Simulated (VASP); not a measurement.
KCl (Sylvite):

```xyz
2
Lattice="0.0000 3.1039 3.1039 3.1039 0.0000 3.1039 3.1039 3.1039 0.0000" Properties=species:S:1:pos:R:3 pbc="T T T"
K     0.0000    0.0000    0.0000
Cl    3.1039    3.1039    3.1039
```

Base run:

| Property | Result |
| --- | --- |
| Program | VASP 6.6.1 |
| Functional | PBE |
| Potentials or basis | VASP PAW PBE potentials, release 64 (K_sv, Cl) |
| Cutoff | 520 eV |
| k mesh | 7 × 7 × 7 |
| Occupations | fermi-dirac, width 0.05 eV |
| Spin | no spin polarisation |

Its results: band gap on the k mesh 5.33 eV, direct; pressure 1.7 GPa.

Task: The run is repeated on the same cell with these changes: functional from PBE to r2SCAN; further incar settings from ALGO = Normal; EDIFF = 1e-06; NBANDS = 15 to ALGO = Normal; EDIFF = 1e-07; NBANDS = 15. What comes out?

Result: Band gap on the k mesh 5.98 eV, direct; pressure 0.8 GPa.

Caveats: the PAW data sets were made with another functional, which shifts forces and pressure a little (some runs).

A k mesh can miss the band edges.
